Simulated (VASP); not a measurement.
Input of a VASP 6.6.1 run:

Contents of INCAR:

```
SYSTEM = TaH
PREC = Accurate
ENCUT = 520
EDIFF = 1E-6
ISMEAR = 0
SIGMA = 0.2
LREAL = .FALSE.
LASPH = .TRUE.
NELM = 60
ALGO = Normal
ISIF = 2
LWAVE = .FALSE.
LCHARG = .FALSE.
GGA = PE
NBANDS = 13
```

KPOINTS

```
Automatic mesh
0
G
  8 8 8
  0 0 0
```

The input POSCAR:

```
TaH
1.0
   -1.7172898423      1.7172898423      1.7647993527
    1.7172898423     -1.7172898423      1.7647993527
    1.7172898423      1.7172898423     -1.7647993527
Ta H
1 1
Direct
    0.0000000000      0.0000000000      0.0000000000
    0.2500000000      0.7500000000      0.5000000000
```

Potentials or basis: VASP PAW PBE potentials, release 64 (Ta_pv, H).

The run is started by

```sh
$ cat potpaw_PBE.64/Ta_pv/POTCAR potpaw_PBE.64/H/POTCAR > POTCAR
$ mpirun -np 1 vasp_std > vasp.out
```

(1) Estimate the pressure.

(2) Predict the band gap on the k mesh.

Answers

(1) -0.1 GPa.

(2) zero (bands 6 and 7 overlap by 3.48 eV).

Caveat: spin-orbit coupling is left out, which moves the levels of the heavy elements.
